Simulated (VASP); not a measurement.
# DyC4 (I4/m) in VASP: further runs

The runs below take DyC4 through single point, relaxation of cell and atoms, with PBE.

Program: VASP 6.6.1. These are calculated values, not measurements. Logs are shortened: lines on timing, memory, paths and dates and some standing lists are left out, and cuts for length are marked.

## (1) The cell of the first run

The structure is tetragonal, space group I4/m (No. 87). The conventional cell has a = 5.995 Å, b = 5.995 Å, c = 3.761 Å, α = 90.00°, β = 90.00°, γ = 90.00°. Within 3.5 Å of Dy (site symmetry 4/m) lie 12 C at 2.67 to 2.68 Å. C (site symmetry m) has 9 C at 2.67 to 2.68 Å and 3 Dy at 2.67 to 2.68 Å within 3.5 Å.

The cell was generated, and may not be a known phase.

## (2) Single point, PBE

The input, INCAR:

```
SYSTEM = DyC4
  ALGO = Normal
  EDIFF = 1E-6
  ENCUT = 600
  GGA = PE
  GGA_COMPAT = .False.
  ISIF = 2
  ISMEAR = 0
  LASPH = .True.
  LCHARG = .False.
  LMAXMIX = 6
  LREAL = .False.
  LWAVE = .False.
  NBANDS = 20
  NELM = 200
  PREC = Accurate
  SIGMA = 0.1
```

The input, KPOINTS:

```
k-points
0
Gamma
  6 6 6
  0 0 0
```

The input, POSCAR:

```
DyC4
1.0
   -2.9975622500      2.9975622500      1.8805158700
    2.9975622500     -2.9975622500      1.8805158700
    2.9975622500      2.9975622500     -1.8805158700
Dy C
1 4
Direct
    0.0000000000      0.0000000000      0.0000000000
    0.6000000200      0.2000000000      0.8000000100
    0.8000000000      0.6000000200      0.4000000200
    0.3999999800      0.8000000000      0.1999999900
    0.2000000000      0.3999999800      0.5999999800
```

Potentials or basis: VASP PAW PBE potentials, release 64 (Dy_3, C), 4f in core.

Launch:

```sh
$ cat potpaw_PBE.64/Dy_3/POTCAR potpaw_PBE.64/C/POTCAR > POTCAR
$ mpirun -np 1 vasp_std > vasp.out
```

OUTCAR:

```text
SYSTEM = DyC4
   EDIFF = 1E-6
   ENCUT = 600
   GGA = PE
   ISIF = 2
   ISMEAR = 0
   LASPH = .True.
   LREAL = .False.
   NELM = 200
   PREC = Accurate

 ion  position               nearest neighbor table
   1  0.000  0.000  0.000-   3 2.67   3 2.67   5 2.67   5 2.67   2 2.67   4 2.67   4 2.67   2 2.67
                             3 2.68   5 2.68   4 2.68   2 2.68
   2  0.600  0.200  0.800-   1 2.67   1 2.67   1 2.68
   3  0.800  0.600  0.400-   1 2.67   1 2.67   1 2.68
   4  0.400  0.800  0.200-   1 2.67   1 2.67   1 2.68
   5  0.200  0.400  0.600-   1 2.67   1 2.67   1 2.68

  LATTYP: Found a body centered tetragonal cell.
 ALAT       =     5.9951245000
 C/A-ratio  =     0.6273483962

  Lattice vectors:

 A1 = (  -2.9975622500,   2.9975622500,   1.8805158700)
 A2 = (   2.9975622500,  -2.9975622500,   1.8805158700)
 A3 = (   2.9975622500,   2.9975622500,  -1.8805158700)

Analysis of symmetry for initial positions (statically):
=====================================================================
 Subroutine PRICEL returns:
 Original cell was already a primitive cell.

 Routine SETGRP: Setting up the symmetry group for a
 body centered tetragonal supercell.

 Subroutine GETGRP returns: Found  8 space group operations
 (whereof  8 operations were pure point group operations)
 out of a pool of 16 trial point group operations.

The static configuration has the point symmetry C_4h.

Analysis of symmetry for dynamics (positions and initial velocities):
=====================================================================
 Subroutine PRICEL returns:
 Original cell was already a primitive cell.

 Routine SETGRP: Setting up the symmetry group for a
 body centered tetragonal supercell.

 Subroutine GETGRP returns: Found  8 space group operations
 (whereof  8 operations were pure point group operations)
 out of a pool of 16 trial point group operations.

The dynamic configuration has the point symmetry C_4h.

 Subroutine INISYM returns: Found  8 space group operations
 (whereof  8 operations are pure point group operations),
 and found     1 'primitive' translations

----------------------------------------------------------------------------------------

                                     Primitive cell

  volume of cell :      67.5886

  direct lattice vectors                    reciprocal lattice vectors
    -2.997562250  2.997562250  1.880515870     0.000000000  0.166802207  0.265884488
     2.997562250 -2.997562250  1.880515870     0.166802207  0.000000000  0.265884488
     2.997562250  2.997562250 -1.880515870     0.166802207  0.166802207  0.000000000

  length of vectors
     4.637574670  4.637574670  4.637574670     0.313875035  0.313875035  0.235893944

  position of ions in fractional coordinates (direct lattice)
     0.000000000  0.000000000  0.000000000
     0.600000020  0.200000000  0.800000010
     0.800000000  0.600000020  0.400000020
     0.399999980  0.800000000  0.199999990
     0.200000000  0.399999980  0.599999980

  ion indices of the primitive-cell ions
   primitive index   ion index
                 1           1
                 2           2
                 3           3
                 4           4
                 5           5

----------------------------------------------------------------------------------------

 KPOINTS: k-points

Automatic generation of k-mesh.
 Grid dimensions read from file:
 generate k-points for:    6    6    6

 Generating k-lattice:

  Cartesian coordinates                     Fractional coordinates (reciprocal lattice)
     0.000000000  0.027800368  0.044314081     0.166666667  0.000000000 -0.000000000
     0.027800368  0.000000000  0.044314081     0.000000000  0.166666667 -0.000000000
     0.027800368  0.027800368  0.000000000     0.000000000  0.000000000  0.166666667

  Length of vectors
     0.052312506  0.052312506  0.039315657

  Shift w.r.t. Gamma in fractional coordinates (k-lattice)
     0.000000000  0.000000000  0.000000000

 Subroutine IBZKPT returns following result:
 ===========================================

 Found     36 irreducible k-points:

 Following reciprocal coordinates:
            Coordinates               Weight
  0.000000  0.000000  0.000000      1.000000
  0.166667  0.000000 -0.000000      8.000000
  0.333333  0.000000  0.000000      8.000000
  0.500000  0.000000 -0.000000      4.000000
  0.166667  0.166667 -0.000000      8.000000
  0.333333  0.166667 -0.000000      8.000000
[... 16 lines left out ...]
 -0.333333  0.333333 -0.166667      4.000000
 -0.166667  0.333333  0.166667      8.000000
 [... further k-points ...]
   k-points           NKPTS =     36   k-points in BZ     NKDIM =     36   number of bands    NBANDS=     20
   number of dos      NEDOS =    301   number of ions     NIONS =      5
   total plane-waves  NPLWV =  64000
   dimension x,y,z NGX =    40 NGY =   40 NGZ =   40
   dimension x,y,z NGXF=    80 NGYF=   80 NGZF=   80
   ions per type =               1   4
   NGX,Y,Z   is equivalent  to a cutoff of  14.34, 14.34, 14.34 a.u.
   NGXF,Y,Z  is equivalent  to a cutoff of  28.68, 28.68, 28.68 a.u.
 SYSTEM =  DyC4
   PREC   = accura    normal or accurate (medium, high low for compatibility)
   ISTART =      0    job   : 0-new  1-cont  2-samecut
   ICHARG =      2    charge: 1-file 2-atom 10-const
   ISPIN  =      1    spin polarized calculation?
   LNONCOLLINEAR =      F non collinear calculations
   LSORBIT =      F    spin-orbit coupling
   LASPH  =      T    aspherical Exc in radial PAW
   ENCUT  =  600.0 eV  44.10 Ry    6.64 a.u.   9.26  9.26  9.26*2*pi/ulx,y,z
   NELM   =    200;   NELMIN=  2; NELMDL= -5     # of ELM steps
   EDIFF  = 0.1E-05   stopping-criterion for ELM
   LREAL  =      F    real-space projection
   EDIFFG = 0.1E-04   stopping-criterion for IOM
   NSW    =      0    number of steps for IOM
   IBRION =     -1    ionic relax: 0-MD 1-quasi-New 2-CG
   NFREE  =      0    steps in history (QN), initial steepest desc. (CG)
   ISIF   =      2    stress and relaxation
   ISYM   =      2    0-nonsym 1-usesym 2-fastsym
   POTIM  = 0.5000    time-step for ionic-motion
   TEBEG  =    0.0;   TEEND  =   0.0 temperature during run
   PSTRESS=    0.0 pullay stress
   NELECT =      25.0000    total number of electrons
   NUPDOWN=      -1.0000    fix difference up-down
   EMIN   =  10.00;   EMAX   =-10.00  energy-range for DOS
   EFERMI =   0.00;   METHOD = LEGACY
   ISMEAR =     0;   SIGMA  =   0.10  broadening in eV -4-tet -1-fermi 0-gaus
   EFERMI_NEDOS =   21; number of points for ismear=-14 and -15
   IALGO  =     38    algorithm
   IMIX   =      4    mixing-type and parameters
     AMIX     =   0.40;   BMIX     =  1.00
     AMIX_MAG =   1.60;   BMIX_MAG =  1.00
  volume/ion in A,a.u.               =      13.52        91.22
  Fermi-wavevector in a.u.,A,eV,Ry     =   1.175160  2.220731 18.789662  1.381001
  Thomas-Fermi vector in A             =   2.311545
   LORBIT       =      0    0 simple, 1 ext, 2 COOP (PROOUT), +10 PAW based schemes
   GGA     = PE    functional components
   LHFCALC =     F    Hartree Fock is set to
   AEXX    =    0.0000 exact exchange contribution
   IVDW    =     0    specifies the selected vdW correction
   LEPSILON=     F    determine dielectric tensor
   LRPA    =     F    only Hartree local field effects (RPA)
 non-spin polarized calculation
 Gauss-broadening in eV      SIGMA  =   0.10
  energy-cutoff  :      600.00
  volume of cell :       67.59
 maximum number of plane-waves:      2292
 NGX is ok and might be reduce to    40
   NGX = 19   NGY = 19   NGZ = 19

 number of electron      25.0000000 magnetization

 Free energy of the ion-electron system (eV)
  ---------------------------------------------------
  ext. energy  EPLUGINS =         0.00000000
  ---------------------------------------------------
  free energy    TOTEN  =       -26.23968534 eV

  energy without entropy =      -26.22088048  energy(sigma->0) =      -26.23028291

 E-fermi :   3.0380     XC(G=0): -10.8095

 val. band max:        2.9966161504   @ k =  -0.1667  -0.3333   0.1667
 cond. band min:       3.0380794791   @ k =  -0.1667  -0.3333   0.0000
 fundamental gap:      0.0414633287
 Fermi energy:         3.0379870432

 k-point     1 :       0.0000    0.0000    0.0000
  band No.  band energies     occupation
      1     -19.1184      2.00000
      2     -19.1184      2.00000
      3     -18.9903      2.00000
      4      -9.3486      2.00000
      5      -4.8889      2.00000
      6      -4.2039      2.00000
[... 12 lines left out ...]
     19       6.3837      0.00000
     20      10.0543      0.00000

 k-point     2 :       0.1667    0.0000   -0.0000
  band No.  band energies     occupation
      1     -19.1195      2.00000
      2     -19.1169      2.00000
      3     -19.0654      2.00000
      4      -8.9631      2.00000
      5      -5.1281      2.00000
      6      -4.5534      2.00000
[... 12 lines left out ...]
     19       6.2808      0.00000
     20       9.5953      0.00000

 k-point     3 :       0.3333    0.0000    0.0000
  band No.  band energies     occupation
      1     -19.2205      2.00000
      2     -19.1138      2.00000
      3     -19.1102      2.00000
      4      -7.9545      2.00000
      5      -5.5753      2.00000
      6      -5.2981      2.00000
[... 12 lines left out ...]
     19       6.2152      0.00000
     20       9.4610      0.00000

 k-point     4 :       0.5000    0.0000   -0.0000
  band No.  band energies     occupation
      1     -19.2914      2.00000
      2     -19.1122      2.00000
      3     -19.1090      2.00000
      4      -6.7264      2.00000
      5      -6.5918      2.00000
      6      -5.6401      2.00000
[... 429 lines left out ...]
 k-point    23 :      -0.3333    0.3333   -0.1667
  band No.  band energies     occupation
      1     -19.1877      2.00000
      2     -19.1353      2.00000
      3     -18.9994      2.00000
      4      -8.3267      2.00000
      5      -6.3225      2.00000
      6      -4.8723      2.00000
[... 12 lines left out ...]
     19       6.3900      0.00000
     20       8.7365      0.00000

 k-point    24 :      -0.1667    0.3333    0.1667
  band No.  band energies     occupation
      1     -19.1552      2.00000
      2     -19.1472      2.00000
      3     -19.0693      2.00000
      4      -8.1889      2.00000
      5      -5.8183      2.00000
      6      -5.2367      2.00000
[... 12 lines left out ...]
     19       6.1636      0.00000
     20       9.1134      0.00000

 [... further k-points ...]

------------------------ aborting loop because EDIFF is reached ----------------------------------------

  FORCE on cell =-STRESS in cart. coord.  units (eV):
  Direction    XX          YY          ZZ          XY          YZ          ZX
  --------------------------------------------------------------------------------------
  -------------------------------------------------------------------------------------
  Total       -8.1051078     -8.1051078     -8.1526967      0.0000013     -0.0000000      0.0000000
  in kB     -192.1303448   -192.1303448   -193.2584320      0.0000313     -0.0000000      0.0000000
  external PRESSURE =    -192.5063739 kB  Pullay stress =       0.0000000 kB

 VOLUME and BASIS-vectors are now :
 -----------------------------------------------------------------------------
  energy-cutoff  :      600.00
  volume of cell :       67.59
      direct lattice vectors                 reciprocal lattice vectors
    -2.997562250  2.997562250  1.880515870     0.000000000  0.166802207  0.265884488
     2.997562250 -2.997562250  1.880515870     0.166802207  0.000000000  0.265884488
     2.997562250  2.997562250 -1.880515870     0.166802207  0.166802207  0.000000000

 POSITION                                       TOTAL-FORCE (eV/Angst)
 -----------------------------------------------------------------------------------
      0.00000      0.00000      0.00000         0.000000      0.000000      0.000000
      1.19902      3.59707      0.00000        -0.231284     -0.048836     -0.000000
      0.59951      1.79854      1.88052        -0.048836      0.231284      0.000000
      1.79854     -0.59951      1.88052         0.231284      0.048836      0.000000
      2.39805      1.19902      0.00000         0.048836     -0.231284     -0.000000
 -----------------------------------------------------------------------------------
    total drift:                                0.000000     -0.000000      0.000000

  FREE ENERGIE OF THE ION-ELECTRON SYSTEM (eV)
  ---------------------------------------------------
  free  energy   TOTEN  =       -26.2396853386 eV

  energy  without entropy=      -26.2208804771  energy(sigma->0) =      -26.23028291
```

It took 2 min on 1 thread of Intel Xeon Platinum 8259CL at 2.50GHz (Skylake/Cascade Lake), shared host; peak memory 0.27 GiB.

Results:

| Property | Result |
| --- | --- |
| Free energy | -26.2397 eV |
| Pressure | -19.3 GPa |
| Largest force | 0.236 eV/Å |
| Band gap on the k mesh | zero (an odd number of electrons rules out a gap without spin polarisation) |

Forces on the atoms (eV/Å):
```
Dy   0.000  0.000  0.000
C   -0.231 -0.049  0.000
C   -0.049  0.231  0.000
C    0.231  0.049  0.000
C    0.049 -0.231  0.000
```

Levels at points of the mesh, in eV from the Fermi level:
```csv
k point,band 10,band 11,band 12,band 13,band 14,band 15
"(0.00, 0.00, 0.00)",-1.62,-1.62,-0.84,-0.84,-0.52,0.03
"(0.50, 0.00, 0.00)",-2.23,-1.21,-0.90,0.06,0.88,1.49
"(0.50, 0.50, 0.00)",-2.64,-0.60,-0.05,0.00,0.93,1.42
"(0.50, 0.50, 0.50)",-0.24,0.32,0.32,0.58,0.58,1.26
```

Caveat: the cell stands under tension; spin-orbit coupling is left out, which moves the levels of the heavy elements; the 4f electrons are frozen in the core, so they carry no moment and show no levels; an odd number of electrons without spin polarisation forces a metal; a magnetic or distorted state may lie lower.

## (3) Relaxation of cell and atoms, PBE

The input, INCAR:

```
ALGO     = Normal         # electronic algorithm
EDIFF    = 1E-7           # SCF threshold, eV
EDIFFG   = -0.04          # ionic threshold
ENCUT    = 600            # plane-wave cutoff, eV
GGA      = PE             # functional
GGA_COMPAT= F            
IBRION   = 2              # ionic algorithm
ISIF     = 3              # what is computed and relaxed
ISMEAR   = 0              # smearing method
LASPH    = T              # aspherical terms in the spheres
LCHARG   = F              # write CHGCAR
LMAXMIX  = 6              # l up to which the mixer works
LREAL    = F              # projectors in reciprocal space
LWAVE    = F              # write WAVECAR
NELM     = 200            # most SCF steps
NELMIN   = 4            
NSW      = 90             # ionic steps
PREC     = Accurate       # precision mode
SIGMA    = 0.1            # smearing width, eV
```

The input, KPOINTS:

```
k-points
0
Gamma
  6 6 6
```

POSCAR is that of step 2.

Potentials or basis: VASP PAW PBE potentials, release 64 (Dy_3, C), 4f in core.

Launch:

```sh
$ cat potpaw_PBE.64/Dy_3/POTCAR potpaw_PBE.64/C/POTCAR > POTCAR
$ mpirun -np 1 vasp_std > vasp.out
```

Run time: 40 min. Hardware: 1 thread of Intel Xeon Platinum 8259CL at 2.50GHz (Skylake/Cascade Lake), shared host; peak memory 0.29 GiB.

The run converged. Its results:

```yaml
Free_energy: -34.9981 eV
Relaxed_volume: 11.61 Å³/atom
Relaxed_cell: a = 4.298 Å, b = 4.298 Å, c = 4.298 Å, α = 102.65°, β = 102.65°, γ = 124.18°
Space_group_after_relaxing_to_0.1_Å: I4/mmm (No. 139)
Energy_gained_by_relaxing: 1751.7 meV/atom
Ionic_steps: 60
Pressure_after_relaxing: 0.0 GPa
Largest_force_after_relaxing: 0.015 eV/Å
Band_gap_on_the_k_mesh: zero (an odd number of electrons rules out a gap without spin polarisation)
```

Forces on the atoms (eV/Å):
```
Dy   0.000  0.000  0.000
C    0.008 -0.013  0.000
C   -0.013 -0.008  0.000
C   -0.008  0.013  0.000
C    0.013  0.008  0.000
```

Stress tensor (GPa, compression positive):
```
 0.03  0.00  0.00
 0.00  0.03  0.00
 0.00  0.00 -0.12
```

The path:
```tsv
step	energy change (eV)	largest force (eV/Å)	pressure (GPa)	volume (Å³)
1	0.0000	0.2363	-19.25	67.59
3	-1.0142	0.9587	0.53	53.74
5	-2.8429	3.6223	1.56	50.10
7	-6.5006	2.4244	15.49	45.72
9	-6.6895	0.6489	23.55	45.25
11	-6.7688	0.6769	20.90	45.78
13	-7.0896	0.1765	0.59	50.49
15	-7.0899	0.1660	-0.27	50.76
17	-7.0938	0.1581	-0.23	50.79
19	-7.1144	0.2111	1.10	50.95
21	-7.5148	0.8392	4.58	51.53
23	-7.8296	3.7148	-4.58	52.96
25	-8.2094	1.2920	-1.22	52.63
27	-8.2149	1.3625	-1.18	52.66
29	-8.2355	1.7691	-0.97	52.81
31	-8.2401	2.0030	-0.87	52.88
33	-8.3277	2.1501	1.57	53.02
35	-8.2120	1.6477	6.87	53.35
37	-8.5037	1.3229	6.10	53.47
39	-8.5958	0.4681	7.16	54.67
41	-8.6337	0.4915	-5.70	61.37
43	-8.6783	0.3251	-0.77	58.34
45	-8.6943	0.5293	0.44	58.35
47	-8.6974	0.8844	1.35	58.36
49	-8.7038	0.8254	1.12	58.40
51	-8.7271	0.5169	0.10	58.57
53	-8.7414	0.0757	-1.38	58.73
55	-8.7550	0.0824	-0.47	58.10
57	-8.7565	0.1411	0.34	57.97
59	-8.7578	0.0786	0.16	58.00
60	-8.7584	0.0152	-0.02	58.05
```

Final structure:
```
Dy C
1.0
    -2.68584    2.68585    2.01182
     2.68584   -2.68585    2.01182
     2.68585    2.68584   -2.01182
Dy C
1 4
Cartesian
  0.0000 0.0000 0.0000
  0.6677 2.6913 0.0000
  0.0054 2.0182 2.0118
  2.0182 -0.0054 2.0118
  2.6804 0.6677 0.0000
```

Levels at points of the mesh, in eV from the Fermi level:
```tsv
k point	band 9	band 10	band 11	band 12	band 13	band 14	band 15	band 16
(0.00, 0.00, 0.00)	-5.92	-2.97	-2.70	-2.70	-0.66	-0.66	-0.61	2.31
(0.50, 0.00, 0.00)	-4.72	-3.43	-2.66	-1.06	-0.83	1.25	2.55	3.40
(0.50, 0.50, 0.00)	-3.95	-3.69	-2.18	-1.38	1.19	1.71	2.55	2.82
(0.50, 0.50, 0.50)	-4.81	-1.71	-1.20	-1.20	1.06	1.06	1.88	3.63
```

Caveat: spin-orbit coupling is left out, which moves the levels of the heavy elements; the 4f electrons are frozen in the core, so they carry no moment and show no levels; an odd number of electrons without spin polarisation forces a metal; a magnetic or distorted state may lie lower. Spin polarisation is off, so any magnetic state and its effect on volume and gap are missing.

The gap in the log of VASP goes by the Fermi energy; the results here count the filled bands.